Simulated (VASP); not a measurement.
# MgO (Fm-3m) in VASP: notebook

The runs below take MgO through single point, with PBE, r2SCAN.

Everything below comes from runs of VASP 6.6.1. Logs are shortened: lines on timing, memory, paths and dates and some standing lists are left out, and cuts for length are marked.

### 1 The cell of the first run

Symmetry: Fm-3m, No. 225, cubic system. The conventional cell has a = 4.204 Å, b = 4.204 Å, c = 4.204 Å, α = 90.00°, β = 90.00°, γ = 90.00°. Within 2.8 Å of Mg (site symmetry m-3m) lie 6 O at 2.10 Å. Within 2.8 Å of O (site symmetry m-3m) lie 6 Mg at 2.10 Å.

### 2 Single point, PBE

INCAR reads:

```
SYSTEM = MgO
PREC = Accurate
ENCUT = 520
EDIFF = 1E-6
ISMEAR = 0
SIGMA = 0.01
LREAL = .FALSE.
LASPH = .TRUE.
NELM = 80
ALGO = Normal
ISIF = 2
LWAVE = .FALSE.
LCHARG = .TRUE.
GGA = PE
LELF = .TRUE.
LVHAR = .TRUE.
NBANDS = 11
```

KPOINTS reads:

```
regular mesh
0
G
  6 6 6
  0 0 0
```

POSCAR reads:

```
MgO
1.0
    0.0000000000      2.1021674167      2.1021674167
    2.1021674167      0.0000000000      2.1021674167
    2.1021674167      2.1021674167      0.0000000000
Mg O
1 1
Direct
    0.0000000000      0.0000000000      0.0000000000
    0.5000000000      0.5000000000      0.5000000000
```

Potentials or basis: VASP PAW PBE potentials, release 64 (Mg, O).

The run is started by

```console
cat potpaw_PBE.64/Mg/POTCAR potpaw_PBE.64/O/POTCAR > POTCAR
mpirun -np 1 vasp_std > vasp.out
```

OUTCAR:

```text
SYSTEM = MgO
   PREC = Accurate
   ENCUT = 520
   EDIFF = 1E-6
   ISMEAR = 0
   LREAL = .FALSE.
   LASPH = .TRUE.
   NELM = 80
   ISIF = 2
   GGA = PE

 ion  position               nearest neighbor table
   1  0.000  0.000  0.000-   2 2.10   2 2.10   2 2.10   2 2.10   2 2.10   2 2.10
   2  0.500  0.500  0.500-   1 2.10   1 2.10   1 2.10   1 2.10   1 2.10   1 2.10

  LATTYP: Found a face centered cubic cell.
 ALAT       =     4.2043348334

  Lattice vectors:

 A1 = (   0.0000000000,   2.1021674167,   2.1021674167)
 A2 = (   2.1021674167,   0.0000000000,   2.1021674167)
 A3 = (   2.1021674167,   2.1021674167,   0.0000000000)

Analysis of symmetry for initial positions (statically):
=====================================================================
 Subroutine PRICEL returns:
 Original cell was already a primitive cell.

 Routine SETGRP: Setting up the symmetry group for a
 face centered cubic supercell.

 Subroutine GETGRP returns: Found 48 space group operations
 (whereof 48 operations were pure point group operations)
 out of a pool of 48 trial point group operations.

The static configuration has the point symmetry O_h .

Analysis of symmetry for dynamics (positions and initial velocities):
=====================================================================
 Subroutine PRICEL returns:
 Original cell was already a primitive cell.

 Routine SETGRP: Setting up the symmetry group for a
 face centered cubic supercell.

 Subroutine GETGRP returns: Found 48 space group operations
 (whereof 48 operations were pure point group operations)
 out of a pool of 48 trial point group operations.

The dynamic configuration has the point symmetry O_h .

 Subroutine INISYM returns: Found 48 space group operations
 (whereof 48 operations are pure point group operations),
 and found     1 'primitive' translations

----------------------------------------------------------------------------------------

                                     Primitive cell

  volume of cell :      18.5794

  direct lattice vectors                    reciprocal lattice vectors
     0.000000000  2.102167417  2.102167417    -0.237849753  0.237849753  0.237849753
     2.102167417  0.000000000  2.102167417     0.237849753 -0.237849753  0.237849753
     2.102167417  2.102167417  0.000000000     0.237849753  0.237849753 -0.237849753

  length of vectors
     2.972913671  2.972913671  2.972913671     0.411967856  0.411967856  0.411967856

  position of ions in fractional coordinates (direct lattice)
     0.000000000  0.000000000  0.000000000
     0.500000000  0.500000000  0.500000000

  ion indices of the primitive-cell ions
   primitive index   ion index
                 1           1
                 2           2

----------------------------------------------------------------------------------------

 KPOINTS: regular mesh

Automatic generation of k-mesh.
 Grid dimensions read from file:
 generate k-points for:    6    6    6

 Generating k-lattice:

  Cartesian coordinates                     Fractional coordinates (reciprocal lattice)
    -0.039641625  0.039641625  0.039641625     0.166666667  0.000000000  0.000000000
     0.039641625 -0.039641625  0.039641625     0.000000000  0.166666667  0.000000000
     0.039641625  0.039641625 -0.039641625     0.000000000  0.000000000  0.166666667

  Length of vectors
     0.068661309  0.068661309  0.068661309

  Shift w.r.t. Gamma in fractional coordinates (k-lattice)
     0.000000000  0.000000000  0.000000000

 Subroutine IBZKPT returns following result:
 ===========================================

 Found     16 irreducible k-points:

 Following reciprocal coordinates:
            Coordinates               Weight
  0.000000  0.000000  0.000000      1.000000
  0.166667  0.000000  0.000000      8.000000
  0.333333  0.000000  0.000000      8.000000
  0.500000  0.000000  0.000000      4.000000
  0.166667  0.166667  0.000000      6.000000
  0.333333  0.166667  0.000000     24.000000
[... 8 lines left out ...]
 -0.333333  0.333333  0.166667     24.000000
 -0.333333  0.500000  0.166667     12.000000
   k-points           NKPTS =     16   k-points in BZ     NKDIM =     16   number of bands    NBANDS=     11
   number of dos      NEDOS =    301   number of ions     NIONS =      2
   total plane-waves  NPLWV =  13824
   dimension x,y,z NGX =    24 NGY =   24 NGZ =   24
   dimension x,y,z NGXF=    48 NGYF=   48 NGZF=   48
   ions per type =               1   1
   NGX,Y,Z   is equivalent  to a cutoff of  13.42, 13.42, 13.42 a.u.
   NGXF,Y,Z  is equivalent  to a cutoff of  26.84, 26.84, 26.84 a.u.
 SYSTEM =  MgO
   PREC   = accura    normal or accurate (medium, high low for compatibility)
   ISTART =      0    job   : 0-new  1-cont  2-samecut
   ICHARG =      2    charge: 1-file 2-atom 10-const
   ISPIN  =      1    spin polarized calculation?
   LNONCOLLINEAR =      F non collinear calculations
   LSORBIT =      F    spin-orbit coupling
   LASPH  =      T    aspherical Exc in radial PAW
   ENCUT  =  520.0 eV  38.22 Ry    6.18 a.u.   5.53  5.53  5.53*2*pi/ulx,y,z
   NELM   =     80;   NELMIN=  2; NELMDL= -5     # of ELM steps
   EDIFF  = 0.1E-05   stopping-criterion for ELM
   LREAL  =      F    real-space projection
   EDIFFG = 0.1E-04   stopping-criterion for IOM
   NSW    =      0    number of steps for IOM
   IBRION =     -1    ionic relax: 0-MD 1-quasi-New 2-CG
   NFREE  =      0    steps in history (QN), initial steepest desc. (CG)
   ISIF   =      2    stress and relaxation
   ISYM   =      2    0-nonsym 1-usesym 2-fastsym
   POTIM  = 0.5000    time-step for ionic-motion
   TEBEG  =    0.0;   TEEND  =   0.0 temperature during run
   PSTRESS=    0.0 pullay stress
   NELECT =       8.0000    total number of electrons
   NUPDOWN=      -1.0000    fix difference up-down
   EMIN   =  10.00;   EMAX   =-10.00  energy-range for DOS
   EFERMI =   0.00;   METHOD = LEGACY
   ISMEAR =     0;   SIGMA  =   0.01  broadening in eV -4-tet -1-fermi 0-gaus
   EFERMI_NEDOS =   21; number of points for ismear=-14 and -15
   IALGO  =     38    algorithm
   IMIX   =      4    mixing-type and parameters
     AMIX     =   0.40;   BMIX     =  1.00
     AMIX_MAG =   1.60;   BMIX_MAG =  1.00
  volume/ion in A,a.u.               =       9.29        62.69
  Fermi-wavevector in a.u.,A,eV,Ry     =   1.236216  2.336109 20.792816  1.528229
  Thomas-Fermi vector in A             =   2.370833
   LORBIT       =      0    0 simple, 1 ext, 2 COOP (PROOUT), +10 PAW based schemes
   GGA     = PE    functional components
   LHFCALC =     F    Hartree Fock is set to
   AEXX    =    0.0000 exact exchange contribution
   IVDW    =     0    specifies the selected vdW correction
   LEPSILON=     F    determine dielectric tensor
   LRPA    =     F    only Hartree local field effects (RPA)
 non-spin polarized calculation
 Gauss-broadening in eV      SIGMA  =   0.01
  energy-cutoff  :      520.00
  volume of cell :       18.58
 maximum number of plane-waves:       531
 NGX is ok and might be reduce to    24
   NGX = 11   NGY = 11   NGZ = 11

 number of electron       8.0000004 magnetization

 Free energy of the ion-electron system (eV)
  ---------------------------------------------------
  ext. energy  EPLUGINS =         0.00000000
  ---------------------------------------------------
  free energy    TOTEN  =       -11.90221069 eV

  energy without entropy =      -11.90221069  energy(sigma->0) =      -11.90221069

 E-fermi :   3.2937     XC(G=0): -11.1046

 val. band max:        3.2292323899   @ k =   0.0000   0.0000   0.0000
 cond. band min:       8.0090577752   @ k =   0.0000   0.0000   0.0000
 fundamental gap:      4.7798253853
 Fermi energy:         3.2937365069

 k-point     1 :       0.0000    0.0000    0.0000
  band No.  band energies     occupation
      1     -14.0627      2.00000
      2       3.2292      2.00000
      3       3.2292      2.00000
      4       3.2292      2.00000
      5       8.0091      0.00000
      6      19.0595      0.00000
      7      19.0595      0.00000
      8      19.0595      0.00000
      9      22.9909      0.00000
     10      24.7715      0.00000
     11      24.7715      0.00000

 k-point     2 :       0.1667    0.0000    0.0000
  band No.  band energies     occupation
      1     -13.7769      2.00000
      2       1.7156      2.00000
      3       3.0533      2.00000
      4       3.0533      2.00000
      5       9.4314      0.00000
      6      16.7284      0.00000
      7      19.6379      0.00000
      8      19.6379      0.00000
      9      23.4972      0.00000
     10      23.4972      0.00000
     11      25.5990      0.00000

 k-point     3 :       0.3333    0.0000    0.0000
  band No.  band energies     occupation
      1     -13.1340      2.00000
      2      -0.4574      2.00000
      3       2.7245      2.00000
      4       2.7245      2.00000
      5      10.9399      0.00000
      6      15.5977      0.00000
      7      19.8584      0.00000
      8      19.8584      0.00000
      9      24.1930      0.00000
     10      24.1930      0.00000
     11      24.7504      0.00000

 k-point     4 :       0.5000    0.0000    0.0000
  band No.  band energies     occupation
      1     -12.7644      2.00000
      2      -1.4115      2.00000
      3       2.5700      2.00000
      4       2.5700      2.00000
      5      11.1606      0.00000
      6      15.8989      0.00000
      7      19.5960      0.00000
      8      19.5960      0.00000
      9      24.2034      0.00000
     10      25.8015      0.00000
     11      25.8015      0.00000
[... 127 lines left out ...]
 k-point    14 :       0.5000    0.3333    0.1667
  band No.  band energies     occupation
      1     -12.7588      2.00000
      2      -0.3268      2.00000
      3       1.3677      2.00000
      4       2.2057      2.00000
      5      13.2881      0.00000
      6      14.3284      0.00000
      7      16.8461      0.00000
      8      20.4901      0.00000
      9      22.7544      0.00000
     10      26.1885      0.00000
     11      31.1855      0.00000

 k-point    15 :      -0.3333    0.3333    0.1667
  band No.  band energies     occupation
      1     -12.5327      2.00000
      2      -0.3767      2.00000
      3       0.7474      2.00000
      4       1.9549      2.00000
      5      13.8380      0.00000
      6      15.2229      0.00000
      7      16.0246      0.00000
      8      19.7953      0.00000
      9      24.0805      0.00000
     10      25.3119      0.00000
     11      31.0500      0.00000

 k-point    16 :      -0.3333    0.5000    0.1667
  band No.  band energies     occupation
      1     -12.4638      2.00000
      2      -0.3493      2.00000
      3       0.9749      2.00000
      4       1.5515      2.00000
      5      13.8021      0.00000
      6      14.7078      0.00000
      7      15.7572      0.00000
      8      19.8022      0.00000
      9      23.4919      0.00000
     10      27.9560      0.00000
     11      29.5164      0.00000

------------------------ aborting loop because EDIFF is reached ----------------------------------------

  FORCE on cell =-STRESS in cart. coord.  units (eV):
  Direction    XX          YY          ZZ          XY          YZ          ZX
  --------------------------------------------------------------------------------------
  -------------------------------------------------------------------------------------
  Total        0.5666854      0.5666854      0.5666854      0.0000000      0.0000000     -0.0000000
  in kB       48.8675682     48.8675682     48.8675682      0.0000000      0.0000000     -0.0000000
  external PRESSURE =      48.8675682 kB  Pullay stress =       0.0000000 kB

 VOLUME and BASIS-vectors are now :
 -----------------------------------------------------------------------------
  energy-cutoff  :      520.00
  volume of cell :       18.58
      direct lattice vectors                 reciprocal lattice vectors
     0.000000000  2.102167417  2.102167417    -0.237849753  0.237849753  0.237849753
     2.102167417  0.000000000  2.102167417     0.237849753 -0.237849753  0.237849753
     2.102167417  2.102167417  0.000000000     0.237849753  0.237849753 -0.237849753

 POSITION                                       TOTAL-FORCE (eV/Angst)
 -----------------------------------------------------------------------------------
      0.00000      0.00000      0.00000        -0.000000     -0.000000     -0.000000
      2.10217      2.10217      2.10217         0.000000      0.000000      0.000000
 -----------------------------------------------------------------------------------
    total drift:                               -0.000000     -0.000000      0.000000

  FREE ENERGIE OF THE ION-ELECTRON SYSTEM (eV)
  ---------------------------------------------------
  free  energy   TOTEN  =       -11.9022106934 eV

  energy  without entropy=      -11.9022106934  energy(sigma->0) =      -11.90221069
```

Wall time 4.2 s (1 thread of Intel Xeon Platinum 8488C (Sapphire Rapids), shared host); peak memory 0.13 GiB.

What came out:

```
Free energy            : -11.9022 eV
Pressure               : 4.9 GPa
Band gap on the k mesh : 4.78 eV
```

Caveat: the k points lie up to 0.43 Å⁻¹ apart.

### 3 Single point, PBE

This run uses another cell than the first one, of 9.62 Å³/atom.

INCAR reads:

```
SYSTEM = MgO
PREC     = Accurate       ! precision mode
ENCUT    = 520            ! plane-wave cutoff, eV
EDIFF    = 1E-6           ! SCF threshold, eV
ISMEAR   = -1             ! smearing method
SIGMA    = 0.02           ! smearing width, eV
LREAL    = .FALSE.        ! projectors in reciprocal space
LASPH    = .TRUE.         ! aspherical terms in the spheres
NELM     = 80             ! most SCF steps
ALGO     = Normal         ! electronic algorithm
ISIF     = 2              ! what is computed and relaxed
LWAVE    = .FALSE.        ! write WAVECAR
LCHARG   = .FALSE.        ! write CHGCAR
GGA      = PE             ! functional
NBANDS   = 11             ! bands
```

KPOINTS reads:

```
Automatic mesh
0
G
  10 10 10
  0 0 0
```

POSCAR reads:

```
MgO
1.0
    0.0000000000      2.1267050338      2.1267050338
    2.1267050338      0.0000000000      2.1267050338
    2.1267050338      2.1267050338      0.0000000000
Mg O
1 1
Direct
    0.0000000000      0.0000000000      0.0000000000
    0.5000000000      0.5000000000      0.5000000000
```

Potentials or basis: VASP PAW PBE potentials, release 64 (Mg, O).

The run is started by

```console
cat potpaw_PBE.64/Mg/POTCAR potpaw_PBE.64/O/POTCAR > POTCAR
mpirun -np 1 vasp_std > vasp.out
```

Run time: 6.5 s. Hardware: 1 thread of Intel Xeon Platinum 8488C (Sapphire Rapids), shared host; peak memory 0.14 GiB.

The run converged. Its results:

- Free energy: -11.9117 eV
- Pressure: -0.7 GPa
- Band gap on the k mesh: 4.45 eV

Levels at points of the mesh, in eV from the valence-band top:
```tsv
k point	band 1	band 2	band 3	band 4	band 5	band 6	band 7	band 8	band 9
(0.00, 0.00, 0.00)	-17.12	0.00	0.00	0.00	4.45	15.63	15.63	15.63	19.47
(0.50, 0.00, 0.00)	-15.90	-4.49	-0.62	-0.62	7.71	12.28	16.01	16.01	20.45
(0.50, 0.50, 0.00)	-15.66	-3.96	-1.31	-1.31	9.08	9.65	12.79	18.53	18.53
```

[end of part 1 of 2]
